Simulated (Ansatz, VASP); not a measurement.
# Al2O3 in VASP and in Ansatz

File INCAR:

```
PREC = Accurate
ENCUT = 520
EDIFF = 1E-6
ISMEAR = 0
SIGMA = 0.05
LREAL = False
LASPH = True
NELM = 60
ALGO = Normal
ISIF = 2
LWAVE = False
LCHARG = True
GGA = CA
LELF = True
LVHAR = True
NBANDS = 20
```

The input KPOINTS:

```
regular mesh
0
Gamma
  12 12 4
```

POSCAR

```
Al2O3
1.0
    2.9275898225      0.0000000000      0.0000000000
   -1.4637949113      2.5353671582      0.0000000000
    0.0000000000      0.0000000000      9.3367544600
Al O
2 3
Direct
    0.0000000000      0.0000000000      0.1499923300
    0.0000000000      0.0000000000      0.8500076700
    0.3333333333      0.6666666667      0.2223169200
    0.6666666667      0.3333333333      0.0000000000
    0.3333333333      0.6666666667      0.7776830800
```

Input for Ansatz:

```yaml
crystal:
  lattice:
    - [2.9275898225, 0.0, 0.0]
    - [-1.4637949113, 2.5353671582, 0.0]
    - [0.0, 0.0, 9.33675446]
  atoms:
    - { symbol: Al, position: [0.0, 0.0, 0.14999233] }
    - { symbol: Al, position: [0.0, 0.0, 0.85000767] }
    - { symbol: O, position: [0.3333333333, 0.6666666667, 0.22231692] }
    - { symbol: O, position: [0.6666666667, 0.3333333333, 0.0] }
    - { symbol: O, position: [0.3333333333, 0.6666666667, 0.77768308] }
basis:
  ecutwfc: 420
kpoints:
  mp_grid: { grid: [12, 12, 4] }
hamiltonian:
  xc: lda
scf:
  occupations: { method: gaussian, width: 0.05 }
output:
  forces: true
  stress: true
  eigenvalues: true
```

Change from the starting cell: strain +0.015 along x and y, +0.000 along z, atoms carried along.

Alike in both runs: task single point; functional LDA; k mesh 12 × 12 × 4; occupations gaussian, width 0.05 eV; no spin polarisation.

|  | VASP | Ansatz |
| --- | --- | --- |
| version | VASP 6.6.1 | Ansatz 0.2.0 |
| potentials or method | VASP PAW LDA potentials, release 64 (Al, O), cutoff 520 eV | scalar-relativistic, plane waves, PAW |
| valence electrons in the cell | 24 | 24 |

```tsv
	VASP	Ansatz	Ansatz less VASP
gap on the k mesh at the Fermi level (eV)	4.35	4.37	+0.019
least direct gap on the mesh (eV)	4.58	4.60	+0.016
pressure (GPa)	-10.7	-11.2	-0.49
traceless stress, the component that is largest in VASP (GPa)	4.90	5.35	+0.445
rms of the force components (eV/Å)	0.307	0.314	+0.0069
```

LDA's correlation is that of Perdew and Zunger in VASP and of Perdew and Wang (1992) in Ansatz. Atom by atom the forces differ by 0.007 eV/Å (rms over components).
